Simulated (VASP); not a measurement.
# Li2YZnC6N6 (Fm-3m) in VASP: further runs

The runs below take Li2YZnC6N6 through single point, with PBE.

Program: VASP 6.6.1. These are calculated values, not measurements. Logs are shortened: lines on timing, memory, paths and dates and some standing lists are left out, and cuts for length are marked.

## Step 1: The cell of the first run

The structure is cubic, space group Fm-3m (No. 225). Conventional cell: a = 11.500 Å, b = 11.500 Å, c = 11.500 Å, α = 90.00°, β = 90.00°, γ = 90.00°. Within 5.4 Å of Li (site symmetry -43m) lie 12 N at 4.10 Å and 12 C at 4.12 Å and 4 Y at 4.98 Å and 4 Zn at 4.98 Å. Within 3.1 Å of Y (site symmetry m-3m) lie 6 N at 2.35 Å. Zn (site symmetry m-3m) has 6 C at 2.22 Å within 2.9 Å. Within 1.6 Å of C (site symmetry 4mm) lie 1 N at 1.17 Å. Within 1.6 Å of N (site symmetry 4mm) lie 1 C at 1.17 Å.

## Step 2: Single point, PBE

INCAR

```
PREC = Accurate
ENCUT = 910
EDIFF = 1E-6
ISMEAR = 0
SIGMA = 0.1
LREAL = Auto
LASPH = T
NELM = 120
ALGO = Normal
ISIF = 2
LWAVE = F
LCHARG = F
GGA = PE
NBANDS = 56
GGA_COMPAT = F
```

KPOINTS

```
regular mesh
0
Gamma
  4 4 4
```

POSCAR

```
Li2YZnC6N6
1.0
    0.0000000000      5.7498533713      5.7498533713
    5.7498533713      0.0000000000      5.7498533713
    5.7498533713      5.7498533713      0.0000000000
Li Y Zn C N
2 1 1 6 6
Direct
    0.2500000000      0.2500000000      0.2500000000
    0.7500000000      0.7500000000      0.7500000000
    0.5000000000      0.5000000000      0.5000000000
    0.0000000000      0.0000000000      0.0000000000
    0.8068564128      0.1931435872      0.1931435872
    0.1931435872      0.8068564128      0.1931435872
    0.1931435872      0.1931435872      0.8068564128
    0.1931435872      0.8068564128      0.8068564128
    0.8068564128      0.1931435872      0.8068564128
    0.8068564128      0.8068564128      0.1931435872
    0.7047019964      0.2952980036      0.2952980036
    0.2952980036      0.7047019964      0.2952980036
    0.2952980036      0.2952980036      0.7047019964
    0.2952980036      0.7047019964      0.7047019964
    0.7047019964      0.2952980036      0.7047019964
    0.7047019964      0.7047019964      0.2952980036
```

Potentials or basis: VASP PAW PBE potentials, release 64 (Li_sv, Y_sv, Zn, C_h, N_h).

Started as:

```sh
> cat potpaw_PBE.64/Li_sv/POTCAR potpaw_PBE.64/Y_sv/POTCAR potpaw_PBE.64/Zn/POTCAR potpaw_PBE.64/C_h/POTCAR potpaw_PBE.64/N_h/POTCAR > POTCAR
> mpirun -np 1 vasp_std > vasp.out
```

OUTCAR:

```text
PREC = Accurate
   ENCUT = 910
   EDIFF = 1E-6
   ISMEAR = 0
   LREAL = Auto
   LASPH = T
   NELM = 120
   ISIF = 2
   GGA = PE

 ion  position               nearest neighbor table
   1  0.250  0.250  0.250-
   2  0.750  0.750  0.750-
   3  0.500  0.500  0.500-  11 2.35  12 2.35  13 2.35  14 2.35  15 2.35  16 2.35
   4  0.000  0.000  0.000-   5 2.22   6 2.22   7 2.22   8 2.22   9 2.22  10 2.22
   5  0.807  0.193  0.193-  11 1.17   4 2.22
   6  0.193  0.807  0.193-  12 1.17   4 2.22
   7  0.193  0.193  0.807-  13 1.17   4 2.22
   8  0.193  0.807  0.807-  14 1.17   4 2.22
   9  0.807  0.193  0.807-  15 1.17   4 2.22
  10  0.807  0.807  0.193-  16 1.17   4 2.22
  11  0.705  0.295  0.295-   5 1.17   3 2.35
  12  0.295  0.705  0.295-   6 1.17   3 2.35
  13  0.295  0.295  0.705-   7 1.17   3 2.35
  14  0.295  0.705  0.705-   8 1.17   3 2.35
  15  0.705  0.295  0.705-   9 1.17   3 2.35
  16  0.705  0.705  0.295-  10 1.17   3 2.35

  LATTYP: Found a face centered cubic cell.
 ALAT       =    11.4997067426

  Lattice vectors:

 A1 = (   0.0000000000,   5.7498533713,   5.7498533713)
 A2 = (   5.7498533713,   0.0000000000,   5.7498533713)
 A3 = (   5.7498533713,   5.7498533713,   0.0000000000)

Analysis of symmetry for initial positions (statically):
=====================================================================
 Subroutine PRICEL returns:
 Original cell was already a primitive cell.

 Routine SETGRP: Setting up the symmetry group for a
 face centered cubic supercell.

 Subroutine GETGRP returns: Found 48 space group operations
 (whereof 48 operations were pure point group operations)
 out of a pool of 48 trial point group operations.

The static configuration has the point symmetry O_h .

Analysis of symmetry for dynamics (positions and initial velocities):
=====================================================================
 Subroutine PRICEL returns:
 Original cell was already a primitive cell.

 Routine SETGRP: Setting up the symmetry group for a
 face centered cubic supercell.

 Subroutine GETGRP returns: Found 48 space group operations
 (whereof 48 operations were pure point group operations)
 out of a pool of 48 trial point group operations.

The dynamic configuration has the point symmetry O_h .

 Subroutine INISYM returns: Found 48 space group operations
 (whereof 48 operations are pure point group operations),
 and found     1 'primitive' translations

----------------------------------------------------------------------------------------

                                     Primitive cell

  volume of cell :     380.1897

  direct lattice vectors                    reciprocal lattice vectors
     0.000000000  5.749853371  5.749853371    -0.086958739  0.086958739  0.086958739
     5.749853371  0.000000000  5.749853371     0.086958739 -0.086958739  0.086958739
     5.749853371  5.749853371  0.000000000     0.086958739  0.086958739 -0.086958739

  length of vectors
     8.131520619  8.131520619  8.131520619     0.150616955  0.150616955  0.150616955

  position of ions in fractional coordinates (direct lattice)
     0.250000000  0.250000000  0.250000000
     0.750000000  0.750000000  0.750000000
     0.500000000  0.500000000  0.500000000
     0.000000000  0.000000000  0.000000000
     0.806856413  0.193143587  0.193143587
     0.193143587  0.806856413  0.193143587
[... 8 lines left out ...]
     0.704701996  0.295298004  0.704701996
     0.704701996  0.704701996  0.295298004

  ion indices of the primitive-cell ions
   primitive index   ion index
                 1           1
                 2           2
                 3           3
                 4           4
                 5           5
                 6           6
[... 8 lines left out ...]
                15          15
                16          16

----------------------------------------------------------------------------------------

 KPOINTS: regular mesh

Automatic generation of k-mesh.
 Grid dimensions read from file:
 generate k-points for:    4    4    4

 Generating k-lattice:

  Cartesian coordinates                     Fractional coordinates (reciprocal lattice)
    -0.021739685  0.021739685  0.021739685     0.250000000  0.000000000  0.000000000
     0.021739685 -0.021739685  0.021739685     0.000000000  0.250000000  0.000000000
     0.021739685  0.021739685 -0.021739685     0.000000000  0.000000000  0.250000000

  Length of vectors
     0.037654239  0.037654239  0.037654239

  Shift w.r.t. Gamma in fractional coordinates (k-lattice)
     0.000000000  0.000000000  0.000000000

 Subroutine IBZKPT returns following result:
 ===========================================

 Found      8 irreducible k-points:

 Following reciprocal coordinates:
            Coordinates               Weight
  0.000000  0.000000  0.000000      1.000000
  0.250000  0.000000  0.000000      8.000000
  0.500000  0.000000  0.000000      4.000000
  0.250000  0.250000  0.000000      6.000000
  0.500000  0.250000  0.000000     24.000000
 -0.250000  0.250000  0.000000     12.000000
  0.500000  0.500000  0.000000      3.000000
 -0.250000  0.500000  0.250000      6.000000
   k-points           NKPTS =      8   k-points in BZ     NKDIM =      8   number of bands    NBANDS=     56
   number of dos      NEDOS =    301   number of ions     NIONS =     16
   total plane-waves  NPLWV = 512000
   dimension x,y,z NGX =    80 NGY =   80 NGZ =   80
   dimension x,y,z NGXF=   160 NGYF=  160 NGZF=  160
   ions per type =               2   1   1   6   6
   NGX,Y,Z   is equivalent  to a cutoff of  16.36, 16.36, 16.36 a.u.
   NGXF,Y,Z  is equivalent  to a cutoff of  32.71, 32.71, 32.71 a.u.
 SYSTEM =  unknown system
   PREC   = accura    normal or accurate (medium, high low for compatibility)
   ISTART =      0    job   : 0-new  1-cont  2-samecut
   ICHARG =      2    charge: 1-file 2-atom 10-const
   ISPIN  =      1    spin polarized calculation?
   LNONCOLLINEAR =      F non collinear calculations
   LSORBIT =      F    spin-orbit coupling
   LASPH  =      T    aspherical Exc in radial PAW
   ENCUT  =  910.0 eV  66.88 Ry    8.18 a.u.  20.00 20.00 20.00*2*pi/ulx,y,z
   NELM   =    120;   NELMIN=  2; NELMDL= -5     # of ELM steps
   EDIFF  = 0.1E-05   stopping-criterion for ELM
   LREAL  =      T    real-space projection
   EDIFFG = 0.1E-04   stopping-criterion for IOM
   NSW    =      0    number of steps for IOM
   IBRION =     -1    ionic relax: 0-MD 1-quasi-New 2-CG
   NFREE  =      0    steps in history (QN), initial steepest desc. (CG)
   ISIF   =      2    stress and relaxation
   ISYM   =      2    0-nonsym 1-usesym 2-fastsym
   POTIM  = 0.5000    time-step for ionic-motion
   TEBEG  =    0.0;   TEEND  =   0.0 temperature during run
   PSTRESS=    0.0 pullay stress
   NELECT =      83.0000    total number of electrons
   NUPDOWN=      -1.0000    fix difference up-down
   EMIN   =  10.00;   EMAX   =-10.00  energy-range for DOS
   EFERMI =   0.00;   METHOD = LEGACY
   ISMEAR =     0;   SIGMA  =   0.10  broadening in eV -4-tet -1-fermi 0-gaus
   EFERMI_NEDOS =   21; number of points for ismear=-14 and -15
   IALGO  =     38    algorithm
   IMIX   =      4    mixing-type and parameters
     AMIX     =   0.40;   BMIX     =  1.00
     AMIX_MAG =   1.60;   BMIX_MAG =  1.00
  volume/ion in A,a.u.               =      23.76       160.35
  Fermi-wavevector in a.u.,A,eV,Ry     =   0.985751  1.862800 13.220862  0.971706
  Thomas-Fermi vector in A             =   2.117082
   LORBIT       =      0    0 simple, 1 ext, 2 COOP (PROOUT), +10 PAW based schemes
   GGA     = PE    functional components
   LHFCALC =     F    Hartree Fock is set to
   AEXX    =    0.0000 exact exchange contribution
   IVDW    =     0    specifies the selected vdW correction
   LEPSILON=     F    determine dielectric tensor
   LRPA    =     F    only Hartree local field effects (RPA)
 non-spin polarized calculation
 Gauss-broadening in eV      SIGMA  =   0.10
  energy-cutoff  :      910.00
  volume of cell :      380.19
 maximum number of plane-waves:     23780
   NGX = 41   NGY = 41   NGZ = 41

 number of electron      82.9999999 magnetization

 Free energy of the ion-electron system (eV)
  ---------------------------------------------------
  ext. energy  EPLUGINS =         0.00000000
  ---------------------------------------------------
  free energy    TOTEN  =      -114.33081893 eV

  energy without entropy =     -114.29962766  energy(sigma->0) =     -114.31522329

 E-fermi :   1.4602     XC(G=0):  -6.5933

 val. band max:        1.4554284430   @ k =   0.0000   0.0000   0.0000
 cond. band min:       1.5647318024   @ k =   0.5000   0.2500   0.0000
 fundamental gap:      0.1093033594
 Fermi energy:         1.4601676264

 k-point     1 :       0.0000    0.0000    0.0000
  band No.  band energies     occupation
      1     -49.2370      2.00000
      2     -49.2370      2.00000
      3     -42.7650      2.00000
      4     -22.8552      2.00000
      5     -22.8552      2.00000
      6     -22.8552      2.00000
[... 45 lines left out ...]
     52       3.6379      0.00000
     53       4.1917      0.00000

 k-point     2 :       0.2500    0.0000    0.0000
  band No.  band energies     occupation
      1     -49.2370      2.00000
      2     -49.2370      2.00000
      3     -42.7650      2.00000
      4     -22.8552      2.00000
      5     -22.8552      2.00000
      6     -22.8552      2.00000
[... 45 lines left out ...]
     52       3.5683      0.00000
     53       4.0750      0.00000
[... 278 lines left out ...]
     52       3.3875      0.00000
     53       3.7775      0.00000

 k-point     8 :      -0.2500    0.5000    0.2500
  band No.  band energies     occupation
      1     -49.2370      2.00000
      2     -49.2370      2.00000
      3     -42.7650      2.00000
      4     -22.8552      2.00000
      5     -22.8552      2.00000
      6     -22.8552      2.00000
[... 45 lines left out ...]
     52       3.6980      0.00000
     53       3.6980      0.00000
 [bands above 53 left out]

------------------------ aborting loop because EDIFF is reached ----------------------------------------

  FORCE on cell =-STRESS in cart. coord.  units (eV):
  Direction    XX          YY          ZZ          XY          YZ          ZX
  --------------------------------------------------------------------------------------
  -------------------------------------------------------------------------------------
  Total       -0.2257753     -0.2257753     -0.2257753      0.0000000      0.0000000     -0.0000000
  in kB       -0.9514517     -0.9514517     -0.9514517      0.0000000      0.0000000     -0.0000000
  external PRESSURE =      -0.9514517 kB  Pullay stress =       0.0000000 kB

 VOLUME and BASIS-vectors are now :
 -----------------------------------------------------------------------------
  energy-cutoff  :      910.00
  volume of cell :      380.19
      direct lattice vectors                 reciprocal lattice vectors
     0.000000000  5.749853371  5.749853371    -0.086958739  0.086958739  0.086958739
     5.749853371  0.000000000  5.749853371     0.086958739 -0.086958739  0.086958739
     5.749853371  5.749853371  0.000000000     0.086958739  0.086958739 -0.086958739

 POSITION                                       TOTAL-FORCE (eV/Angst)
 -----------------------------------------------------------------------------------
      2.87493      2.87493      2.87493        -0.000000     -0.000000      0.000000
      8.62478      8.62478      8.62478        -0.000000     -0.000000      0.000000
      5.74985      5.74985      5.74985        -0.000000     -0.000000      0.000000
      0.00000      0.00000      0.00000        -0.000000     -0.000000      0.000000
      2.22109      5.74985      5.74985        -0.008408     -0.000000      0.000000
      5.74985      2.22109      5.74985        -0.000000     -0.008408      0.000000
[... 8 lines left out ...]
      5.74985      8.10387      5.74985        -0.000000     -0.015112      0.000000
      5.74985      5.74985      8.10387        -0.000000     -0.000000     -0.015112
 -----------------------------------------------------------------------------------
    total drift:                                0.000000      0.000000      0.000000

  FREE ENERGIE OF THE ION-ELECTRON SYSTEM (eV)
  ---------------------------------------------------
  free  energy   TOTEN  =      -114.3308189296 eV

  energy  without entropy=     -114.2996276596  energy(sigma->0) =     -114.31522329
```

Run time: 23 min. Hardware: 1 thread of AMD EPYC, shared host; peak memory 1.1 GiB.

Results:

| Quantity | Value |
| --- | --- |
| Free energy | -114.3308 eV |
| Pressure | -0.1 GPa |
| Largest force | 0.015 eV/Å |
| Band gap on the k mesh | zero (an odd number of electrons rules out a gap without spin polarisation) |

Forces in eV/Å, atoms in the order of the input:
```
Li   0.000  0.000  0.000
Li   0.000  0.000  0.000
Y    0.000  0.000  0.000
Zn   0.000  0.000  0.000
C   -0.008  0.000  0.000
C    0.000 -0.008  0.000
C    0.000  0.000 -0.008
C    0.008  0.000  0.000
C    0.000  0.008  0.000
C    0.000  0.000  0.008
N    0.015  0.000  0.000
N    0.000  0.015  0.000
N    0.000  0.000  0.015
N   -0.015  0.000  0.000
N    0.000 -0.015  0.000
N    0.000  0.000 -0.015
```

Caveat: the cutoff is under 1.25 times the usual one of these potentials, so pressure, stress and relaxed cells hold a basis-set (Pulay) error.

## Step 3: Single point, PBE

This run uses another cell than the first one, of 18.58 Å³/atom.

INCAR

```
PREC     = Accurate       # precision mode
ENCUT    = 910            # plane-wave cutoff, eV
EDIFF    = 1E-6           # SCF threshold, eV
ISMEAR   = 0              # smearing method
SIGMA    = 0.1            # smearing width, eV
LREAL    = Auto         
LASPH    = T              # aspherical terms in the spheres
NELM     = 120            # most SCF steps
ALGO     = Normal         # electronic algorithm
ISIF     = 2              # what is computed and relaxed
LWAVE    = F              # write WAVECAR
LCHARG   = F              # write CHGCAR
GGA      = PE             # functional
NBANDS   = 56             # bands
GGA_COMPAT= F
```

KPOINTS

```
Automatic mesh
0
Gamma
  4 4 4
```

POSCAR

```
Li2YZnC6N6
1.0
    0.0000000000      5.2970000000      5.2970000000
    5.2970000000      0.0000000000      5.2970000000
    5.2970000000      5.2970000000      0.0000000000
Li Y Zn C N
2 1 1 6 6
Direct
    0.2500000000      0.2500000000      0.2500000000
    0.7500000000      0.7500000000      0.7500000000
    0.5000000000      0.5000000000      0.5000000000
    0.0000000000      0.0000000000      0.0000000000
    0.8190485200      0.1809514800      0.1809514800
    0.1809514800      0.8190485200      0.1809514800
    0.1809514800      0.1809514800      0.8190485200
    0.1809514800      0.8190485200      0.8190485200
    0.8190485200      0.1809514800      0.8190485200
    0.8190485200      0.8190485200      0.1809514800
    0.7086086500      0.2913913500      0.2913913500
    0.2913913500      0.7086086500      0.2913913500
    0.2913913500      0.2913913500      0.7086086500
    0.2913913500      0.7086086500      0.7086086500
    0.7086086500      0.2913913500      0.7086086500
    0.7086086500      0.7086086500      0.2913913500
```

Potentials or basis: VASP PAW PBE potentials, release 64 (Li_sv, Y_sv, Zn, C_h, N_h).

Started as:

```sh
> cat potpaw_PBE.64/Li_sv/POTCAR potpaw_PBE.64/Y_sv/POTCAR potpaw_PBE.64/Zn/POTCAR potpaw_PBE.64/C_h/POTCAR potpaw_PBE.64/N_h/POTCAR > POTCAR
> mpirun -np 1 vasp_std > vasp.out
```

Wall time 29 min (1 thread of AMD EPYC 7R43 (Zen 3), shared host); peak memory 1.1 GiB.

It converged, with:

- Free energy: -110.7935 eV
- Pressure: 13.7 GPa
- Largest force: 2.567 eV/Å
- Band gap on the k mesh: zero (an odd number of electrons rules out a gap without spin polarisation)

Forces in eV/Å, atoms in the order of the input:
```
Li   0.000  0.000  0.000
Li   0.000  0.000  0.000
Y    0.000  0.000  0.000
Zn   0.000  0.000  0.000
C    2.567  0.000  0.000
C    0.000  2.567  0.000
C    0.000  0.000  2.567
C   -2.567  0.000  0.000
C    0.000 -2.567  0.000
C    0.000  0.000 -2.567
N   -0.445  0.000  0.000
N    0.000 -0.445  0.000
N    0.000  0.000 -0.445
N    0.445  0.000  0.000
N    0.000  0.445  0.000
N    0.000  0.000  0.445
```

Levels at points of the mesh, in eV from the Fermi level:
```tsv
k point	band 37	band 38	band 39	band 40	band 41	band 42	band 43	band 44	band 45	band 46
(0.00, 0.00, 0.00)	-5.36	-5.36	-5.36	-1.94	-1.94	-0.60	-0.22	-0.22	-0.22	0.61
(0.50, 0.00, 0.00)	-5.62	-5.22	-5.22	-1.80	-1.80	0.31	0.36	0.68	0.75	0.75
(0.50, 0.50, 0.00)	-5.17	-5.17	-5.07	-1.96	-1.92	-0.19	0.45	0.90	1.34	1.34
```

Caveat: the cutoff is under 1.25 times the usual one of these potentials, so pressure, stress and relaxed cells hold a basis-set (Pulay) error; the cell stands under pressure; forces of over 1 eV/Å act on the atoms, so gaps and moduli don't describe the material at rest.
